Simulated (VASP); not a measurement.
Crystal: NaW.

```
Na W
1.0
    -3.22387    3.43895    1.77667
     3.22387   -3.43895    1.77667
     3.22387    3.43895   -1.77667
Na W
2 2
Direct
  0.50000 0.50000 0.50000
  0.50000 0.00000 0.00000
  0.90492 0.15492 0.75000
  0.09508 0.84508 0.25000
```

The cell was generated, and may not be a known phase.

```yaml
Program: VASP 6.6.1
Task: relaxation of cell and atoms
Functional: PBE
Potentials_or_basis: VASP PAW PBE potentials, release 64 (Na_pv, W_sv)
Cutoff: 600 eV
k_mesh: 6 × 6 × 6
Occupations: gaussian, width 0.1 eV
Spin: no spin polarisation
```

At the start: pressure 18.9 GPa; volume 19.70 Å³/atom.

Task: How do energy, volume and symmetry change on relaxing?

Result: Over 20 steps the energy falls by 3387.8 meV/atom and the volume is 18.45 Å³/atom (-6.4 %); space group Imma (No. 74, to 0.1 Å) before, Cmmm (No. 65, to 0.1 Å).

Step by step:
```csv
step,energy change (eV),largest force (eV/Å),pressure (GPa),volume (Å³)
1,0.0000,4.7800,18.90,78.79
2,-6.5019,0.5046,-11.96,102.84
3,-6.6522,0.6401,-12.81,105.29
4,-10.0695,0.9061,-8.03,81.33
5,-10.8306,0.7136,0.16,72.61
6,-9.9625,1.0505,51.15,54.98
7,-11.0287,0.4193,7.89,67.75
8,-11.0350,0.0062,16.33,63.93
9,-12.3246,0.9514,26.40,61.49
10,-12.2256,1.4699,34.15,60.17
11,-12.9107,0.3823,8.26,71.06
12,-13.0590,0.0492,14.40,67.87
13,-13.5057,0.0635,1.72,72.65
14,-13.5306,0.1223,1.22,72.86
15,-13.5307,0.1226,1.40,72.76
16,-13.5455,0.0723,0.44,73.44
17,-13.5497,0.0279,-0.36,74.02
18,-13.5507,0.0108,-0.09,73.85
19,-13.5510,0.0055,0.17,73.70
20,-13.5512,0.0053,0.01,73.78
```

Final structure:
```xyz
4
Lattice="-5.5555 1.4502 2.2894 5.5555 -1.4502 2.2894 5.5555 1.4502 -2.2894" Properties=species:S:1:pos:R:3 pbc="T T T"
Na    2.7778    0.7251    1.1447
Na   -2.7778    0.7251    1.1447
W     5.5555    0.7251   -1.1445
W     0.0000    0.7251    3.4339
```

Caveat: a cell axis changed by over 15 % at a fixed basis, so the end point is rough.
